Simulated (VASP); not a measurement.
A run of VASP 6.6.1:

The input INCAR:

```
PREC = Accurate
ENCUT = 840
EDIFF = 1E-6
ISMEAR = 0
SIGMA = 0.05
LREAL = F
LASPH = T
NELM = 120
ALGO = Normal
ISIF = 2
LWAVE = F
LCHARG = T
GGA = PS
LELF = T
LVHAR = T
NBANDS = 18
GGA_COMPAT = F
```

Contents of KPOINTS:

```
regular mesh
0
Gamma
  12 12 12
```

Contents of POSCAR:

```
MgO2
1.0
    1.5917425871      0.9189930112      3.4573706250
   -1.5917425871      0.9189930112      3.4573706250
    0.0000000000     -1.8379860223      3.4573706250
Mg O
1 2
Direct
    0.0000000000      0.0000000000      0.0000000000
    0.4291433728      0.4291433728      0.4291433728
    0.5708566272      0.5708566272      0.5708566272
```

Potentials or basis: VASP PAW PBE potentials, release 64 (Mg_sv, O).

The run is started by

```bash
$ cat potpaw_PBE.64/Mg_sv/POTCAR potpaw_PBE.64/O/POTCAR > POTCAR
$ mpirun -np 1 vasp_std > vasp.out
```

Hardware: 1 thread of Intel(R) Xeon(R) Platinum 8488C (Sapphire Rapids) (shared host).

Question: How long does it take, and how much memory?

Answer: It took 2.7 min on 1 thread of Intel(R) Xeon(R) Platinum 8488C (Sapphire Rapids), with other jobs on the host, peak memory 0.36 GiB. Counts: scf iterations 13, k points 189.
